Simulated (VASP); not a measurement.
# AlNi in VASP: further runs, part 2 of 2

VASP 6.6.1.

## Step 4: Single point, PBE, collinear spin, ferromagnetic start

This run uses another cell than the first one, of 11.48 Å³/atom.

Input file INCAR:

```
ALGO     = Normal         # electronic algorithm
EDIFF    = 1E-7           # SCF threshold, eV
ENCUT    = 520            # plane-wave cutoff, eV
GGA      = PE             # functional
ISIF     = 2              # what is computed and relaxed
ISMEAR   = -1             # smearing method
ISPIN    = 2              # spin polarisation
LASPH    = T              # aspherical terms in the spheres
LCHARG   = F              # write CHGCAR
LMAXMIX  = 4              # l up to which the mixer works
LORBIT   = 11             # projections on sites
LREAL    = F              # projectors in reciprocal space
LWAVE    = F              # write WAVECAR
MAGMOM   = 0 1            # initial moments
NBANDS   = 18             # bands
NELM     = 150            # most SCF steps
PREC     = Accurate       # precision mode
SIGMA    = 0.15           # smearing width, eV
```

Input file KPOINTS:

```
k-points
0
Gamma
  12 12 12
```

Input file POSCAR:

```
AlNi
1.0
    2.8233800000      0.0000000000      0.0000000000
    0.0000000000      2.8233800000      0.0000000000
    0.0000000000      0.0000000000      2.8810000000
Al Ni
1 1
Direct
    0.0000000000      0.0000000000      0.0000000000
    0.5000000000      0.5000000000      0.5000000000
```

Run with:

```
cat potpaw_PBE.64/Al/POTCAR potpaw_PBE.64/Ni/POTCAR > POTCAR
mpirun -np 1 vasp_std > vasp.out
```

Wall time 65 s (1 thread of Intel Xeon 6975P-C (Granite Rapids), shared host); peak memory 0.24 GiB.

Results (log left out):

* Free energy: -10.5313 eV
* Pressure: 9.7 GPa
* Net moment: 0.00 μB per cell
* Valence electrons inside the program's atomic spheres: Al 0.82; Ni 9.54

Stress tensor (GPa, compression positive):
```
10.10  0.00  0.00
 0.00 10.10  0.00
 0.00  0.00  8.75
```

Levels at points of the mesh, in eV from the Fermi level:
Spin up:
```tsv
k point	band 5	band 6	band 7	band 8	band 9	band 10
(0.00, 0.00, 0.00)	-1.68	-1.63	5.16	5.90	5.90	8.13
(0.50, 0.00, 0.00)	-2.37	-1.58	-0.65	8.29	9.76	10.46
(0.50, 0.50, 0.00)	-2.29	-2.29	-1.08	1.65	2.76	12.37
(0.00, 0.00, 0.50)	-2.37	-1.54	-0.81	8.31	10.38	10.38
(0.50, 0.00, 0.50)	-2.21	-2.19	-1.12	1.46	2.57	12.88
(0.50, 0.50, 0.50)	-1.05	1.91	1.96	1.96	4.03	4.52
```
Spin down:
```
           k point  band 3  band 4  band 5  band 6  band 7  band 8  band 9  band 10  band 11  band 12
(0.00, 0.00, 0.00)   -3.45   -1.68   -1.68   -1.63    5.16    5.90    5.90     8.13     8.31    14.47
(0.50, 0.00, 0.00)   -2.94   -2.48   -2.37   -1.58   -0.65    8.29    9.76    10.46    10.93    11.54
(0.50, 0.50, 0.00)   -2.93   -2.93   -2.29   -2.29   -1.08    1.65    2.76    12.37    15.14    15.14
(0.00, 0.00, 0.50)   -2.98   -2.37   -2.37   -1.54   -0.81    8.31   10.38    10.38    11.33    11.33
(0.50, 0.00, 0.50)   -3.12   -3.02   -2.21   -2.19   -1.12    1.46    2.57    12.88    15.47    15.69
(0.50, 0.50, 0.50)   -4.33   -1.10   -1.05    1.92    1.96    1.96    4.03     4.52     4.52     4.74
```

Caveat: the cell stands under pressure.

## Step 5: Single point, PBE, collinear spin, ferromagnetic start

This run uses another cell than the first one, of 11.72 Å³/atom.

Input file INCAR:

```
PREC = Accurate ; ENCUT = 520
EDIFF = 1E-7 ; ISMEAR = -1
SIGMA = 0.15 ; LREAL = F
LASPH = T ; NELM = 150
ALGO = Normal ; ISIF = 2
LWAVE = F ; LCHARG = F
ISPIN = 2 ; MAGMOM = 0 1
LORBIT = 11 ; LMAXMIX = 4
GGA = PE ; NBANDS = 18
```

Input file KPOINTS:

```
Automatic mesh
0
Gamma
  12 12 12
```

Input file POSCAR:

```
AlNi
1.0
    2.8521900000      0.0000000000      0.0000000000
    0.0000000000      2.8521900000      0.0000000000
    0.0000000000      0.0000000000      2.8810000000
Al Ni
1 1
Direct
    0.0000000000      0.0000000000      0.0000000000
    0.5000000000      0.5000000000      0.5000000000
```

Potentials or basis: VASP PAW PBE potentials, release 64 (Al, Ni).

Run with:

```
cat potpaw_PBE.64/Al/POTCAR potpaw_PBE.64/Ni/POTCAR > POTCAR
mpirun -np 1 vasp_std > vasp.out
```

OUTCAR:

```text
PREC = Accurate
   ENCUT = 520
   EDIFF = 1E-7
   ISMEAR = -1
   LREAL = F
   LASPH = T
   NELM = 150
   ISIF = 2
   ISPIN = 2
   LORBIT = 11
   GGA = PE

 ion  position               nearest neighbor table
   1  0.000  0.000  0.000-   2 2.48   2 2.48   2 2.48   2 2.48   2 2.48   2 2.48   2 2.48   2 2.48

   2  0.500  0.500  0.500-   1 2.48   1 2.48   1 2.48   1 2.48   1 2.48   1 2.48   1 2.48   1 2.48

  LATTYP: Found a simple tetragonal cell.
 ALAT       =     2.8521900000
 C/A-ratio  =     1.0101010101
[... 1228 lines left out ...]
  external PRESSURE =      57.7309635 kB  Pullay stress =       0.0000000 kB

 VOLUME and BASIS-vectors are now :
 -----------------------------------------------------------------------------
  energy-cutoff  :      520.00
  volume of cell :       23.44
      direct lattice vectors                 reciprocal lattice vectors
     2.852190000  0.000000000  0.000000000     0.350607779  0.000000000  0.000000000
     0.000000000  2.852190000  0.000000000     0.000000000  0.350607779  0.000000000
     0.000000000  0.000000000  2.881000000     0.000000000  0.000000000  0.347101701

 POSITION                                       TOTAL-FORCE (eV/Angst)
 -----------------------------------------------------------------------------------
      0.00000      0.00000      0.00000         0.000000      0.000000      0.000000
      1.42609      1.42609      1.44050         0.000000      0.000000      0.000000
 -----------------------------------------------------------------------------------
    total drift:                                0.000000      0.000000     -0.000000

  FREE ENERGIE OF THE ION-ELECTRON SYSTEM (eV)
  ---------------------------------------------------
  free  energy   TOTEN  =       -10.5549576955 eV

  energy  without entropy=      -10.4912045891  energy(sigma->0) =      -10.52308114

 total charge

# of ion       s       p       d       tot
------------------------------------------
    1        0.386   0.423   0.000   0.809
    2        0.483   0.535   8.481   9.499
--------------------------------------------------
tot          0.869   0.958   8.481  10.308

 magnetization (x)

# of ion       s       p       d       tot
------------------------------------------
    1        0.000   0.000   0.000   0.000
    2       -0.000   0.000  -0.000  -0.000
--------------------------------------------------
tot          0.000   0.000  -0.000  -0.000
```

stdout:

```text
POSCAR found type information on POSCAR AlNi
 POSCAR found :  2 types and       2 ions
 scaLAPACK will be used
 LDA part: xc-table for (Slater+PW92), standard interpolation
 POSCAR, INCAR and KPOINTS ok, starting setup
 FFT: planning ... GRIDC
 FFT: planning ... GRID_SOFT
 FFT: planning ... GRID
 WAVECAR not read
 entering main loop
```

It took 62 s on 1 thread of Intel Xeon 6975P-C (Granite Rapids), shared host; peak memory 0.24 GiB.

Results:

```yaml
Free_energy: -10.5550 eV
Pressure: 5.8 GPa
Net_moment: 0.00 μB per cell
Valence_electrons_inside_the_program's_atomic_spheres: Al 0.81; Ni 9.50
```

Stress tensor (GPa, compression positive):
```
5.99 0.00 0.00
0.00 5.99 0.00
0.00 0.00 5.34
```

Caveat: the cell stands under pressure.

## Step 6: Overview

```csv
cell,gap on the mesh (eV),pressure (GPa),moment (μB)
"a = 2.881 Å, 2 atoms",none,2.3,0.00
"a = 2.795, b = 2.795, c = 2.881 Å, 2 atoms",none,13.9,0.00
"a = 2.823, b = 2.823, c = 2.881 Å, 2 atoms",none,9.7,0.00
"a = 2.852, b = 2.852, c = 2.881 Å, 2 atoms",none,5.8,0.00
```

Alike in all rows: task single point; level PBE; potentials or basis VASP PAW PBE potentials, release 64 (Al, Ni); spin collinear, ferromagnetic start; k mesh 12 × 12 × 12; cutoff (eV) 520; smearing fermi-dirac 0.15 eV.

Caveats: the cell stands under pressure (at least some runs).

Total energies depend on the potentials used, so only differences within one code and one set of settings carry meaning.
